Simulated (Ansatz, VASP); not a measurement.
## AlN: VASP beside Ansatz

```xyz
4
Lattice="3.1298 0.0000 0.0000 -1.5649 2.7105 0.0000 0.0000 0.0000 5.0173" Properties=species:S:1:pos:R:3 pbc="T T T"
Al    0.0000    1.8070   -0.2960
Al    1.5649    0.9035    2.2126
N     0.0000    1.8070    2.2126
N     1.5649    0.9035    4.7213
```

Change from the starting cell: polar distortion scaled by 0.00.

Alike in both runs: task single point; functional PBE; k mesh 9 × 9 × 6; no spin polarisation.

|  | VASP | Ansatz |
| --- | --- | --- |
| version | VASP 6.6.1 | Ansatz 0.2.0 |
| potentials or method | VASP PAW PBE potentials, release 64 (Al, N), cutoff 520 eV | scalar-relativistic, plane waves, PAW |
| occupations | gaussian, width 0.01 eV | fixed |
| valence electrons in the cell | 16 | 16 |

Ansatz gave:

* gap on the k mesh at the Fermi level (eV): 2.58
* least direct gap on the mesh (eV): 2.58
* pressure (GPa): 8.3
* traceless stress, the component that is largest in VASP (GPa): -17.75

Q: Estimate VASP's values.

A: gap on the k mesh at the Fermi level (eV): 2.60; least direct gap on the mesh (eV): 2.60; pressure (GPa): 8.1; traceless stress, the component that is largest in VASP (GPa): -17.73.
